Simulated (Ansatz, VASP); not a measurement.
Pt in VASP and in Ansatz

```xyz
1
Lattice="0.0000 1.9468 1.9809 1.7862 0.0000 1.9809 1.7862 1.9468 0.0000" Properties=species:S:1:pos:R:3 pbc="T T T"
Pt    0.0000    0.0000    0.0000
```

Change from the starting cell: normal strain along x -0.0825, normal strain along z +0.0175.

Alike in both runs: task single point; functional LDA; k mesh 20 × 20 × 20; occupations gaussian, width 0.15 eV; no spin polarisation.

```csv
,VASP,Ansatz
version,VASP 6.6.1,Ansatz 0.2.0
potentials or method,"VASP PAW LDA potentials, release 64 (Pt), cutoff 520 eV","scalar-relativistic, plane waves, PAW"
valence electrons in the cell,10,18
```

```csv
,VASP,Ansatz,Ansatz less VASP
gap on the k mesh at the Fermi level (eV),none,none,-
pressure (GPa),27.5,26.4,-1.11
"traceless stress, the component that is largest in VASP (GPa)",5.69,5.65,-0.040
```

LDA's correlation is that of Perdew and Zunger in VASP and of Perdew and Wang (1992) in Ansatz. A gap of «none» marks a metal or a gap that the smearing closes. VASP's potentials hold 10 valence electrons a cell and Ansatz's 18, so a difference there can come from the potentials and not from the codes.

Neither program's run includes spin-orbit coupling.
